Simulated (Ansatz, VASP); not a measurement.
**GaSb in VASP and in Ansatz**

```
Ga Sb
1.0
    -2.76594    2.76594    1.70765
     2.76594   -2.76594    1.70765
     2.76594    2.76594   -1.70765
Ga Sb
1 1
Direct
  0.25000 0.75000 0.50000
  0.00000 0.00000 0.00000
```

Alike in both runs: task single point; functional PBE; k mesh 16 × 16 × 16; occupations gaussian, width 0.15 eV; no spin polarisation.

```csv
,VASP,Ansatz
version,VASP 6.6.1,Ansatz 0.2.0
potentials or method,"VASP PAW PBE potentials, release 64 (Ga_d, Sb), cutoff 520 eV","scalar-relativistic, plane waves, PAW"
valence electrons in the cell,18,28
```

```csv
,VASP,Ansatz,Ansatz less VASP
gap on the k mesh at the Fermi level (eV),none,none,-
pressure (GPa),-2.8,-2.8,-0.06
"traceless stress, the component that is largest in VASP (GPa)",-1.39,-1.36,+0.028
```

A gap of «none» marks a metal or a gap that the smearing closes. VASP's potentials hold 18 valence electrons a cell and Ansatz's 28, so a difference there can come from the potentials and not from the codes.

Spin-orbit coupling is off throughout.
